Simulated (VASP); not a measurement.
# CO2 (I-42d) in VASP: notebook, part 2 of 2

VASP 6.6.1. The steps go on from the part before.

## Step 4: Single point, PBEsol (volume scaled by 1.03, then relaxed in part)

Contents of INCAR:

```
  PREC = Accurate
  ENCUT = 520
  EDIFF = 1E-6
  ISMEAR = 0
  SIGMA = 0.02
  LREAL = F
  LASPH = T
  NELM = 80
  ALGO = Normal
  ISIF = 2
  LWAVE = F
  LCHARG = F
  GGA = PS
  NBANDS = 25
```

Contents of KPOINTS:

```
Automatic mesh
0
Gamma
  8 8 8
```

Contents of POSCAR:

```
CO2
1.0
   -1.9849017978      1.9849017978      2.9782594136
    1.9849017978     -1.9849017978      2.9782594136
    1.9849017978      1.9849017978     -2.9782594136
C O
2 4
Direct
    0.7500000000      0.2500000000      0.5000000000
    0.0000000000      0.0000000000      0.0000000000
    0.7128879151      0.1250000000      0.0878879151
    0.0371120849      0.6250000000      0.9121120849
    0.3750000000      0.2871120849      0.4121120849
    0.8750000000      0.9628879151      0.5878879151
```

Potentials or basis: VASP PAW PBE potentials, release 64 (C, O).

On the command line:

```console
cat potpaw_PBE.64/C/POTCAR potpaw_PBE.64/O/POTCAR > POTCAR
mpirun -np 1 vasp_std > vasp.out
```

OUTCAR:

```text
PREC = Accurate
   ENCUT = 520
   EDIFF = 1E-6
   ISMEAR = 0
   LREAL = F
   LASPH = T
   NELM = 80
   ISIF = 2
   GGA = PS

 ion  position               nearest neighbor table
   1  0.750  0.250  0.500-   3 1.40   4 1.40   5 1.40   6 1.40
   2  0.000  0.000  0.000-   3 1.40   4 1.40   5 1.40   6 1.40
   3  0.713  0.125  0.088-   1 1.40   2 1.40
   4  0.037  0.625  0.912-   1 1.40   2 1.40
   5  0.375  0.287  0.412-   1 1.40   2 1.40
   6  0.875  0.963  0.588-   1 1.40   2 1.40

  LATTYP: Found a body centered tetragonal cell.
 ALAT       =     3.9698035956
[... 878 lines left out ...]
  -------------------------------------------------------------------------------------
  Total       -0.6734613     -0.6734613     -0.7538026      0.0000000      0.0000000      0.0000000
  in kB      -22.9891359    -22.9891359    -25.7316515      0.0000000      0.0000000      0.0000000
  external PRESSURE =     -23.9033078 kB  Pullay stress =       0.0000000 kB

 VOLUME and BASIS-vectors are now :
 -----------------------------------------------------------------------------
  energy-cutoff  :      520.00
  volume of cell :       46.94
      direct lattice vectors                 reciprocal lattice vectors
    -1.984901798  1.984901798  2.978259414     0.000000000  0.251901631  0.167883294
     1.984901798 -1.984901798  2.978259414     0.251901631  0.000000000  0.167883294
     1.984901798  1.984901798 -2.978259414     0.251901631  0.251901631  0.000000000

 POSITION                                       TOTAL-FORCE (eV/Angst)
 -----------------------------------------------------------------------------------
      0.00000      1.98490      1.48913        -0.000000      0.000000      0.000000
      0.00000      0.00000      0.00000        -0.000000      0.000000      0.000000
     -0.99245      1.34135      2.23369        -0.000000     -0.090651      0.000000
      2.97735      0.64355     -0.74456        -0.000000      0.090651      0.000000
      0.64355      0.99245      0.74456         0.090651      0.000000      0.000000
      1.34135      0.99245      3.72282        -0.090651      0.000000      0.000000
 -----------------------------------------------------------------------------------
    total drift:                                0.000004      0.000004      0.000005

  FREE ENERGIE OF THE ION-ELECTRON SYSTEM (eV)
  ---------------------------------------------------
  free  energy   TOTEN  =       -46.1007993365 eV

  energy  without entropy=      -46.1007993365  energy(sigma->0) =      -46.10079934
```

OSZICAR:

```text
N       E                     dE             d eps       ncg     rms          rms(c)
DAV:   1     0.152997348651E+03    0.15300E+03   -0.18482E+04  2950   0.127E+03
DAV:   2    -0.410135044257E+02   -0.19401E+03   -0.18670E+03  3800   0.296E+02
DAV:   3    -0.488655524561E+02   -0.78520E+01   -0.78065E+01  3886   0.583E+01
DAV:   4    -0.489315983022E+02   -0.66046E-01   -0.65983E-01  3555   0.602E+00
DAV:   5    -0.489323019305E+02   -0.70363E-03   -0.70331E-03  3897   0.590E-01    0.125E+01
DAV:   6    -0.461736287843E+02    0.27587E+01   -0.55671E+00  3715   0.191E+01    0.514E+00
DAV:   7    -0.461284724181E+02    0.45156E-01   -0.65337E-01  3772   0.552E+00    0.284E+00
DAV:   8    -0.461044109471E+02    0.24061E-01   -0.68378E-02  3650   0.237E+00    0.512E-01
DAV:   9    -0.461007899432E+02    0.36210E-02   -0.15685E-02  3829   0.104E+00    0.184E-01
DAV:  10    -0.461008345093E+02   -0.44566E-04   -0.19096E-03  3824   0.322E-01    0.676E-02
DAV:  11    -0.461007939859E+02    0.40523E-04   -0.18228E-04  3711   0.104E-01    0.200E-02
DAV:  12    -0.461007991504E+02   -0.51645E-05   -0.18846E-05  3532   0.315E-02    0.523E-03
DAV:  13    -0.461007993365E+02   -0.18615E-06   -0.24316E-06  3397   0.118E-02
   1 F= -.46100799E+02 E0= -.46100799E+02  d E =-.192273E-16
```

Wall time 31 s (1 thread of Intel Xeon 6975P-C (Granite Rapids), shared host); peak memory 0.18 GiB.

Results:

* Free energy: -46.1008 eV
* Pressure: -2.4 GPa
* Largest force: 0.091 eV/Å
* Band gap on the k mesh: 7.55 eV, indirect (least direct gap 8.03 eV)

Forces in eV/Å, atoms in the order of the input:
```
C    0.000  0.000  0.000
C    0.000  0.000  0.000
O    0.000 -0.091  0.000
O    0.000  0.091  0.000
O    0.091  0.000  0.000
O   -0.091  0.000  0.000
```

Stress tensor (GPa, compression positive):
```
-2.30  0.00  0.00
 0.00 -2.30  0.00
 0.00  0.00 -2.57
```

Caveat: the cell differs from its parent crystal (volume scaled by 1.03, then relaxed in part); the PAW data sets were made with another functional, which shifts forces and pressure a little. A k mesh can miss the band edges.

## Step 5: Single point, PBEsol (volume scaled by 1.06, then relaxed in part)

Contents of INCAR:

```
SYSTEM = CO2
PREC = Accurate ; ENCUT = 520
EDIFF = 1E-6 ; ISMEAR = 0
SIGMA = 0.02 ; LREAL = .False.
LASPH = .True. ; NELM = 100
ALGO = Normal ; ISIF = 2
LWAVE = .False. ; LCHARG = .True.
GGA = PS ; LELF = .True.
LVHAR = .True. ; NBANDS = 25
```

Contents of KPOINTS:

```
Automatic mesh
0
Gamma
  8 8 8
  0 0 0
```

Contents of POSCAR:

```
CO2
1.0
   -2.0097153040      2.0097153040      2.9897862109
    2.0097153040     -2.0097153040      2.9897862109
    2.0097153040      2.0097153040     -2.9897862109
C O
2 4
Direct
    0.7500000000      0.2500000000      0.5000000000
    0.0000000000      0.0000000000      0.0000000000
    0.7178860482      0.1250000000      0.0928860482
    0.0321139518      0.6250000000      0.9071139518
    0.3750000000      0.2821139518      0.4071139518
    0.8750000000      0.9678860482      0.5928860482
```

On the command line:

```console
cat potpaw_PBE.64/C/POTCAR potpaw_PBE.64/O/POTCAR > POTCAR
mpirun -np 1 vasp_std > vasp.out
```

Wall time 26 s (1 thread of Intel Xeon 6975P-C (Granite Rapids), shared host); peak memory 0.19 GiB.

It converged, with:

* Free energy: -46.0617 eV
* Pressure: -6.0 GPa
* Largest force: 0.084 eV/Å
* Band gap on the k mesh: 7.50 eV, indirect (least direct gap 7.97 eV)

Forces on the atoms (eV/Å):
```
C    0.000  0.000  0.000
C    0.000  0.000  0.000
O    0.000 -0.084  0.000
O    0.000  0.084  0.000
O    0.084  0.000  0.000
O   -0.084  0.000  0.000
```

Stress tensor (GPa, compression positive):
```
-5.93  0.00  0.00
 0.00 -5.93  0.00
 0.00  0.00 -6.18
```

Levels at points of the mesh, in eV from the valence-band top:
```tsv
k point	band 14	band 15	band 16	band 17	band 18	band 19
(0.00, 0.00, 0.00)	-0.97	-0.97	-0.52	7.50	8.90	9.01
(0.50, 0.00, 0.00)	-1.36	-0.44	0.00	8.03	9.23	9.35
(0.50, 0.50, 0.00)	-0.72	-0.46	-0.46	8.65	8.65	9.74
(0.50, 0.50, 0.50)	-2.85	0.00	0.00	8.86	8.86	10.37
```

Caveat: the cell differs from its parent crystal (volume scaled by 1.06, then relaxed in part); the PAW data sets were made with another functional, which shifts forces and pressure a little.

## Step 6: Relaxation of shape and atoms at fixed volume, PBEsol (volume scaled by 0.94)

Contents of INCAR:

```
ALGO     = Normal         # electronic algorithm
EDIFF    = 1E-6           # SCF threshold, eV
EDIFFG   = -0.01          # ionic threshold
ENCUT    = 600            # plane-wave cutoff, eV
GGA      = PS             # functional
IBRION   = 2              # ionic algorithm
ISIF     = 4              # what is computed and relaxed
ISMEAR   = 0              # smearing method
LASPH    = T              # aspherical terms in the spheres
LCHARG   = F              # write CHGCAR
LREAL    = F              # projectors in reciprocal space
LWAVE    = F              # write WAVECAR
NELM     = 80             # most SCF steps
NSW      = 50             # ionic steps
PREC     = Accurate       # precision mode
SIGMA    = 0.02           # smearing width, eV
```

Contents of KPOINTS:

```
k-points
0
Gamma
  8 8 8
```

Contents of POSCAR:

```
CO2
1.0
   -1.9124655770      1.9124655770      2.9278171368
    1.9124655770     -1.9124655770      2.9278171368
    1.9124655770      1.9124655770     -2.9278171368
C O
2 4
Direct
    0.7500000000      0.2500000000      0.5000000000
    0.0000000000      0.0000000000      0.0000000000
    0.7024846909      0.1250000000      0.0774846909
    0.0475153091      0.6250000000      0.9225153091
    0.3750000000      0.2975153091      0.4225153091
    0.8750000000      0.9524846909      0.5774846909
```

Potentials or basis: VASP PAW PBE potentials, release 64 (C, O).

On the command line:

```console
cat potpaw_PBE.64/C/POTCAR potpaw_PBE.64/O/POTCAR > POTCAR
mpirun -np 1 vasp_std > vasp.out
```

It took 60 s on 1 thread of Intel Xeon 6975P-C (Granite Rapids), shared host; peak memory 0.19 GiB.

Results (log left out):

| Item | Value |
| --- | --- |
| Free energy | -46.0255 eV |
| Energy gained by relaxing | 4.9 meV/atom |
| Ionic steps | 5 |
| Pressure after relaxing | 10.3 GPa |
| Band gap on the k mesh | 7.56 eV, indirect (least direct gap 7.91 eV) |

Forces on the atoms (eV/Å):
```
C    0.000  0.000  0.000
C    0.000  0.000  0.000
O    0.000 -0.002  0.000
O    0.000  0.002  0.000
O    0.002  0.000  0.000
O   -0.002  0.000  0.000
```

Step by step:
| step | energy change (eV) | largest force (eV/Å) | pressure (GPa) | volume (Å³) |
| --- | --- | --- | --- | --- |
| 1 | 0.0000 | 0.6061 | 16.17 | 42.83 |
| 2 | -0.0229 | 0.2054 | 9.09 | 42.83 |
| 3 | -0.0263 | 0.0058 | 10.90 | 42.83 |
| 4 | -0.0276 | 0.0052 | 10.78 | 42.83 |
| 5 | -0.0293 | 0.0022 | 10.31 | 42.83 |

Final structure:
```
CELL_PARAMETERS angstrom
-1.90309 1.90309 2.95672
1.90309 -1.90309 2.95672
1.90309 1.90309 -2.95672
ATOMIC_POSITIONS crystal
C 0.75000 0.25000 0.50000
C 0.00000 0.00000 0.00000
O 0.69584 0.12500 0.07084
O 0.05416 0.62500 0.92916
O 0.37500 0.30416 0.42916
O 0.87500 0.94584 0.57084
```

Levels at points of the mesh, in eV from the valence-band top:
```csv
k point,band 13,band 14,band 15,band 16,band 17,band 18,band 19,band 20
"(0.00, 0.00, 0.00)",-1.53,-0.78,-0.78,-0.35,7.56,9.80,9.80,9.96
"(0.50, 0.00, 0.00)",-1.78,-1.51,-0.43,0.00,8.60,9.88,10.34,10.53
"(0.50, 0.50, 0.00)",-0.63,-0.63,-0.58,-0.58,9.41,9.41,10.26,10.26
"(0.50, 0.50, 0.50)",-2.95,-2.95,-0.08,-0.08,8.85,8.85,11.09,11.09
```

Caveat: the cell differs from its parent crystal (volume scaled by 0.94); the PAW data sets were made with another functional, which shifts forces and pressure a little. A k mesh can miss the band edges.

## Step 7: The runs side by side

| task | cell | cutoff (eV) | gap on the mesh (eV) | pressure (GPa) | largest force (eV/Å) |
| --- | --- | --- | --- | --- | --- |
| single point | a = 4.061 Å, angles 122.3, 122.3, 86.0°, 6 atoms | 520 | 7.58 | 1.8 | 0.10 |
| single point | a = 4.093 Å, angles 122.0, 122.0, 86.6°, 6 atoms | 520 | 7.55 | -2.4 | 0.09 |
| single point | a = 4.125 Å, angles 121.7, 121.7, 87.1°, 6 atoms | 520 | 7.50 | -6.0 | 0.08 |
| relaxation of shape and atoms at fixed volume | relaxed from a = 3.986 Å, angles 122.7, 122.7, 85.5°, 6 atoms | 600 | 7.56 | 10.3 | - |

Alike in all rows: level PBEsol; potentials or basis VASP PAW PBE potentials, release 64 (C, O); no spin polarisation; k mesh 8 × 8 × 8; smearing gaussian 0.02 eV.

Caveats: the PAW data sets were made with another functional, which shifts forces and pressure a little.

Absolute energies hang on the potentials; compare differences alone.
